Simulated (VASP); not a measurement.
# Te (Imma) in VASP: single point with PBEsol

Aim: the single point of Te with PBEsol.

Everything below comes from runs of VASP 6.6.1. Logs are shortened: lines on timing, memory, paths and dates and some standing lists are left out, and cuts for length are marked.

## Step 1: The cell of the first run

It takes space group Imma (No. 74, orthorhombic). The conventional cell has a = 5.916 Å, b = 7.752 Å, c = 3.070 Å, α = 90.00°, β = 90.00°, γ = 90.00°. Within 3.9 Å of Te (site symmetry mm2) lie 4 Te at 2.96 to 3.07 Å.

## Step 2: Single point, PBEsol

Contents of INCAR:

```
SYSTEM = Te
ALGO = Normal ; EDIFF = 1E-7
ENCUT = 520 ; GGA = PS
ISIF = 2 ; ISMEAR = 0
LASPH = .TRUE. ; LCHARG = .FALSE.
LREAL = .FALSE. ; LWAVE = .FALSE.
NBANDS = 13 ; NELM = 100
PREC = Accurate ; SIGMA = 0.15
```

Contents of KPOINTS:

```
k-points
0
G
  18 18 18
  0 0 0
```

Contents of POSCAR:

```
Te
1.0
   -2.9577914636      3.8759656627      1.5351528885
    2.9577914636     -3.8759656627      1.5351528885
    2.9577914636      3.8759656627     -1.5351528885
Te
2
Direct
    0.9990709800      0.2490709800      0.7500000000
    0.0009290200      0.7509290200      0.2500000000
```

Potentials or basis: VASP PAW PBE potentials, release 64 (Te).

Launch:

```sh
$ cat potpaw_PBE.64/Te/POTCAR > POTCAR
$ mpirun -np 1 vasp_std > vasp.out
```

OUTCAR:

```text
SYSTEM = Te
   EDIFF = 1E-7
   ENCUT = 520
   GGA = PS
   ISIF = 2
   ISMEAR = 0
   LASPH = .TRUE.
   LREAL = .FALSE.
   NELM = 100
   PREC = Accurate

 ion  position               nearest neighbor table
   1  0.999  0.249  0.750-   2 2.96   2 2.96
   2  0.001  0.751  0.250-   1 2.96   1 2.96

  LATTYP: Found a body centered orthorhombic cell.
 ALAT       =     3.0703057770
 B/A-ratio  =     1.9267080730
 C/A-ratio  =     2.5248075887

  Lattice vectors:

 A1 = (   2.9577914636,  -3.8759656627,   1.5351528885)
 A2 = (  -2.9577914636,  -3.8759656627,  -1.5351528885)
 A3 = (   2.9577914636,   3.8759656627,  -1.5351528885)

Analysis of symmetry for initial positions (statically):
=====================================================================
 Subroutine PRICEL returns:
 Original cell was already a primitive cell.

 Routine SETGRP: Setting up the symmetry group for a
 body centered orthorhombic supercell.

 Subroutine GETGRP returns: Found  8 space group operations
 (whereof  4 operations were pure point group operations)
 out of a pool of  8 trial point group operations.

The static configuration has the point symmetry C_2h.
 The point group associated with its full space group is D_2h.

Analysis of symmetry for dynamics (positions and initial velocities):
=====================================================================
 Subroutine PRICEL returns:
 Original cell was already a primitive cell.

 Routine SETGRP: Setting up the symmetry group for a
 body centered orthorhombic supercell.

 Subroutine GETGRP returns: Found  8 space group operations
 (whereof  4 operations were pure point group operations)
 out of a pool of  8 trial point group operations.

The dynamic configuration has the point symmetry C_2h.
 The point group associated with its full space group is D_2h.

 Subroutine INISYM returns: Found  8 space group operations
 (whereof  4 operations are pure point group operations),
 and found     1 'primitive' translations

----------------------------------------------------------------------------------------

                                     Primitive cell

  volume of cell :      70.3978

  direct lattice vectors                    reciprocal lattice vectors
    -2.957791464  3.875965663  1.535152889     0.000000000  0.129000111  0.325700459
     2.957791464 -3.875965663  1.535152889     0.169045048  0.000000000  0.325700459
     2.957791464  3.875965663 -1.535152889     0.169045048  0.129000111  0.000000000

  length of vectors
     5.111588261  5.111588261  5.111588261     0.350316739  0.366956424  0.212643497

  position of ions in fractional coordinates (direct lattice)
     0.999070980  0.249070980  0.750000000
     0.000929020  0.750929020  0.250000000

  ion indices of the primitive-cell ions
   primitive index   ion index
                 1           1
                 2           2

----------------------------------------------------------------------------------------

 KPOINTS: k-points

Automatic generation of k-mesh.
 Grid dimensions read from file:
 generate k-points for:   18   18   18

 Generating k-lattice:

  Cartesian coordinates                     Fractional coordinates (reciprocal lattice)
     0.000000000  0.007166673  0.018094470     0.055555556 -0.000000000  0.000000000
     0.009391392  0.000000000  0.018094470    -0.000000000  0.055555556  0.000000000
     0.009391392  0.007166673  0.000000000     0.000000000  0.000000000  0.055555556

  Length of vectors
     0.019462041  0.020386468  0.011813528

  Shift w.r.t. Gamma in fractional coordinates (k-lattice)
     0.000000000  0.000000000  0.000000000

 Subroutine IBZKPT returns following result:
 ===========================================

 Found    865 irreducible k-points:

 Following reciprocal coordinates:
            Coordinates               Weight
  0.000000  0.000000  0.000000      1.000000
  0.055556  0.000000  0.000000      4.000000
  0.111111  0.000000  0.000000      4.000000
  0.166667  0.000000  0.000000      4.000000
  0.222222 -0.000000  0.000000      4.000000
  0.277778  0.000000  0.000000      4.000000
[... 16 lines left out ...]
 -0.333333  0.055556  0.000000      8.000000
 -0.277778  0.055556  0.000000      8.000000
 [... further k-points ...]
   k-points           NKPTS =    865   k-points in BZ     NKDIM =    865   number of bands    NBANDS=     13
   number of dos      NEDOS =    301   number of ions     NIONS =      2
   total plane-waves  NPLWV =  64000
   dimension x,y,z NGX =    40 NGY =   40 NGZ =   40
   dimension x,y,z NGXF=    80 NGYF=   80 NGZF=   80
   ions per type =               2
   NGX,Y,Z   is equivalent  to a cutoff of  13.01, 13.01, 13.01 a.u.
   NGXF,Y,Z  is equivalent  to a cutoff of  26.02, 26.02, 26.02 a.u.
 SYSTEM =  Te
   PREC   = accura    normal or accurate (medium, high low for compatibility)
   ISTART =      0    job   : 0-new  1-cont  2-samecut
   ICHARG =      2    charge: 1-file 2-atom 10-const
   ISPIN  =      1    spin polarized calculation?
   LNONCOLLINEAR =      F non collinear calculations
   LSORBIT =      F    spin-orbit coupling
   LASPH  =      T    aspherical Exc in radial PAW
   ENCUT  =  520.0 eV  38.22 Ry    6.18 a.u.   9.50  9.50  9.50*2*pi/ulx,y,z
   NELM   =    100;   NELMIN=  2; NELMDL= -5     # of ELM steps
   EDIFF  = 0.1E-06   stopping-criterion for ELM
   LREAL  =      F    real-space projection
   EDIFFG = 0.1E-05   stopping-criterion for IOM
   NSW    =      0    number of steps for IOM
   IBRION =     -1    ionic relax: 0-MD 1-quasi-New 2-CG
   NFREE  =      0    steps in history (QN), initial steepest desc. (CG)
   ISIF   =      2    stress and relaxation
   ISYM   =      2    0-nonsym 1-usesym 2-fastsym
   POTIM  = 0.5000    time-step for ionic-motion
   TEBEG  =    0.0;   TEEND  =   0.0 temperature during run
   PSTRESS=    0.0 pullay stress
   NELECT =      12.0000    total number of electrons
   NUPDOWN=      -1.0000    fix difference up-down
   EMIN   =  10.00;   EMAX   =-10.00  energy-range for DOS
   EFERMI =   0.00;   METHOD = LEGACY
   ISMEAR =     0;   SIGMA  =   0.15  broadening in eV -4-tet -1-fermi 0-gaus
   EFERMI_NEDOS =   21; number of points for ismear=-14 and -15
   IALGO  =     38    algorithm
   IMIX   =      4    mixing-type and parameters
     AMIX     =   0.40;   BMIX     =  1.00
     AMIX_MAG =   1.60;   BMIX_MAG =  1.00
  volume/ion in A,a.u.               =      35.20       237.53
  Fermi-wavevector in a.u.,A,eV,Ry     =   0.907714  1.715330 11.210440  0.823944
  Thomas-Fermi vector in A             =   2.031554
   LORBIT       =      0    0 simple, 1 ext, 2 COOP (PROOUT), +10 PAW based schemes
   GGA     = PS    functional components
   LHFCALC =     F    Hartree Fock is set to
   AEXX    =    0.0000 exact exchange contribution
   IVDW    =     0    specifies the selected vdW correction
   LEPSILON=     F    determine dielectric tensor
   LRPA    =     F    only Hartree local field effects (RPA)
 non-spin polarized calculation
 Gauss-broadening in eV      SIGMA  =   0.15
  energy-cutoff  :      520.00
  volume of cell :       70.40
 maximum number of plane-waves:      1931
 NGX is ok and might be reduce to    40
   NGX = 19   NGY = 19   NGZ = 19

 number of electron      11.9999999 magnetization

 Free energy of the ion-electron system (eV)
  ---------------------------------------------------
  ext. energy  EPLUGINS =         0.00000000
  ---------------------------------------------------
  free energy    TOTEN  =        -6.71097370 eV

  energy without entropy =       -6.69454170  energy(sigma->0) =       -6.70275770

 E-fermi :   5.0481     XC(G=0):  -9.0428

 val. band max:        5.0474860488   @ k =   0.1667   0.3889   0.1111
 cond. band min:       5.0566119083   @ k =  -0.4444  -0.3889   0.0556
 fundamental gap:      0.0091258595
 Fermi energy:         5.0480750710

 k-point     1 :       0.0000    0.0000    0.0000
  band No.  band energies     occupation
      1      -8.2546      2.00000
      2      -5.1547      2.00000
      3      -0.4766      2.00000
      4       2.9674      2.00000
      5       3.4723      2.00000
      6       7.8941      0.00000
      7       8.0243      0.00000
      8       8.6281      0.00000
      9       8.8688      0.00000
     10       9.6495      0.00000
     11      12.7715      0.00000
     12      14.4086      0.00000
     13      15.6340      0.00000

 k-point     2 :       0.0556    0.0000    0.0000
  band No.  band energies     occupation
      1      -8.2083      2.00000
      2      -5.1146      2.00000
      3      -0.4423      2.00000
      4       3.0282      2.00000
      5       3.4681      2.00000
      6       7.3861      0.00000
      7       8.0873      0.00000
      8       8.6714      0.00000
      9       8.9819      0.00000
     10       9.2002      0.00000
     11      13.0913      0.00000
     12      14.6857      0.00000
     13      15.3640      0.00000

 k-point     3 :       0.1111    0.0000    0.0000
  band No.  band energies     occupation
      1      -8.0705      2.00000
      2      -4.9951      2.00000
      3      -0.3411      2.00000
      4       3.2089      2.00000
      5       3.4593      2.00000
      6       6.2613      0.00000
      7       8.1543      0.00000
      8       8.2750      0.00000
      9       8.7992      0.00000
     10       9.2807      0.00000
     11      13.5607      0.00000
     12      13.9552      0.00000
     13      14.7572      0.00000

 k-point     4 :       0.1667    0.0000    0.0000
  band No.  band energies     occupation
      1      -7.8447      2.00000
      2      -4.7981      2.00000
      3      -0.1781      2.00000
      4       3.4504      2.00000
      5       3.5031      2.00000
      6       4.9582      1.60336
      7       6.9023      0.00000
      8       8.5834      0.00000
      9       9.0045      0.00000
     10       9.7229      0.00000
     11      12.6539      0.00000
     12      13.5639      0.00000
     13      13.9147      0.00000

 k-point     5 :       0.2222   -0.0000    0.0000
  band No.  band energies     occupation
      1      -7.5380      2.00000
      2      -4.5282      2.00000
      3       0.0374      2.00000
      4       3.3345      2.00000
      5       3.7752      2.00000
      6       3.8959      2.00000
      7       5.6364      0.00000
      8       8.9989      0.00000
      9       9.2746      0.00000
     10      10.1970      0.00000
     11      11.4878      0.00000
     12      12.6454      0.00000
     13      14.2654      0.00000
[... 257 lines left out ...]
 k-point    22 :      -0.3889    0.0556    0.0000
  band No.  band energies     occupation
      1      -6.7107      2.00000
      2      -3.8926      2.00000
      3       0.6030      2.00000
      4       1.1864      2.00000
      5       3.3106      2.00000
      6       3.4936      2.00000
      7       5.0719      0.82262
      8       9.3378      0.00000
      9       9.7794      0.00000
     10      10.0598      0.00000
     11      10.7905      0.00000
     12      13.4659      0.00000
     13      13.8866      0.00000

 k-point    23 :      -0.3333    0.0556    0.0000
  band No.  band energies     occupation
      1      -7.1270      2.00000
      2      -4.2679      2.00000
      3       0.3354      2.00000
      4       2.2736      2.00000
      5       3.4253      2.00000
      6       4.2597      2.00000
      7       4.6574      1.99977
      8       9.4478      0.00000
      9       9.6049      0.00000
     10      10.5131      0.00000
     11      10.7134      0.00000
     12      12.8046      0.00000
     13      14.8657      0.00000

 k-point    24 :      -0.2778    0.0556    0.0000
  band No.  band energies     occupation
      1      -7.5034      2.00000
      2      -4.5979      2.00000
      3       0.0835      2.00000
      4       3.1575      2.00000
      5       3.7363      2.00000
      6       3.9821      2.00000
      7       5.6344      0.00000
      8       9.1291      0.00000
      9       9.1935      0.00000
     10      10.4904      0.00000
     11      11.5850      0.00000
     12      12.9026      0.00000
     13      14.4693      0.00000

 [... further k-points ...]
[... 5 lines left out ...]
  --------------------------------------------------------------------------------------
  -------------------------------------------------------------------------------------
  Total       -0.2628935     -0.6294207     -0.9191692      0.0000000     -0.0000000      0.0000000
  in kB       -5.9831704    -14.3249297    -20.9192904      0.0000000     -0.0000000      0.0000000
  external PRESSURE =     -13.7424635 kB  Pullay stress =       0.0000000 kB

 VOLUME and BASIS-vectors are now :
 -----------------------------------------------------------------------------
  energy-cutoff  :      520.00
  volume of cell :       70.40
      direct lattice vectors                 reciprocal lattice vectors
    -2.957791464  3.875965663  1.535152889     0.000000000  0.129000111  0.325700459
     2.957791464 -3.875965663  1.535152889     0.169045048  0.000000000  0.325700459
     2.957791464  3.875965663 -1.535152889     0.169045048  0.129000111  0.000000000

 POSITION                                       TOTAL-FORCE (eV/Angst)
 -----------------------------------------------------------------------------------
      0.00000      5.81395      0.76472        -0.000000     -0.000000      0.002398
      2.95779     -1.93798      0.77043         0.000000      0.000000     -0.002398
 -----------------------------------------------------------------------------------
    total drift:                               -0.000000      0.000000     -0.000000

  FREE ENERGIE OF THE ION-ELECTRON SYSTEM (eV)
  ---------------------------------------------------
  free  energy   TOTEN  =        -6.7109737001 eV

  energy  without entropy=       -6.6945416994  energy(sigma->0) =       -6.70275770
```

Run time: 13 min. Hardware: 1 thread of Intel Xeon Platinum 8488C (Sapphire Rapids), shared host; peak memory 0.75 GiB.

Results:

```
Free energy            : -6.7110 eV
Pressure               : -1.4 GPa
Band gap on the k mesh : zero (bands 6 and 7 overlap by 4.01 eV)
```

Forces in eV/Å, atoms in the order of the input:
```
Te   0.000  0.000  0.002
Te   0.000  0.000 -0.002
```

Stress tensor (GPa, compression positive):
```
-0.60  0.00  0.00
 0.00 -1.43  0.00
 0.00  0.00 -2.09
```

Caveat: the PAW data sets were made with another functional, which shifts forces and pressure a little; spin-orbit coupling is left out, which moves the levels of the heavy elements.
